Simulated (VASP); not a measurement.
KCl:

```
CELL_PARAMETERS angstrom
3.63400 0.00000 0.00000
0.00000 3.63400 0.00000
0.00000 0.00000 3.63400
ATOMIC_POSITIONS crystal
K 0.00000 0.00000 0.00000
Cl 0.50000 0.50000 0.50000
```

Base run:

| Quantity | Value |
| --- | --- |
| Program | VASP 6.6.1 |
| Functional | PBE |
| Potentials or basis | VASP PAW PBE potentials, release 64 (K_sv, Cl) |
| Cutoff | 520 eV |
| k mesh | 7 × 7 × 7 |
| Occupations | fermi-dirac, width 0.01 eV |
| Spin | no spin polarisation |

Its results: band gap on the k mesh 5.61 eV, indirect (least direct gap 5.81 eV); pressure 4.5 GPa.

Question: After a change of settings the same cell gave: band gap on the k mesh 6.43 eV, indirect (least direct gap 6.64 eV); pressure 3.3 GPa. Which change was it?
A. further incar settings from ALGO = Normal; EDIFF = 1e-08; NBANDS = 15 to ALGO = Normal; EDIFF = 1e-06; NBANDS = 15
B. functional from PBE to r2SCAN
C. functional from PBE to LDA; potentials or basis from VASP PAW PBE potentials, release 64 (K_sv, Cl) to VASP PAW LDA potentials, release 64 (K_sv, Cl)
D. functional from PBE to PBEsol; further incar settings from ALGO = Normal; EDIFF = 1e-08; NBANDS = 15 to ALGO = Normal; EDIFF = 1e-07; NBANDS = 15

Answer: B.

r2SCAN gives the wider gap, since meta-GGAs in the generalised Kohn-Sham scheme recover part of the derivative discontinuity.

Caveats: the PAW data sets were made with another functional, which shifts forces and pressure a little (some runs).
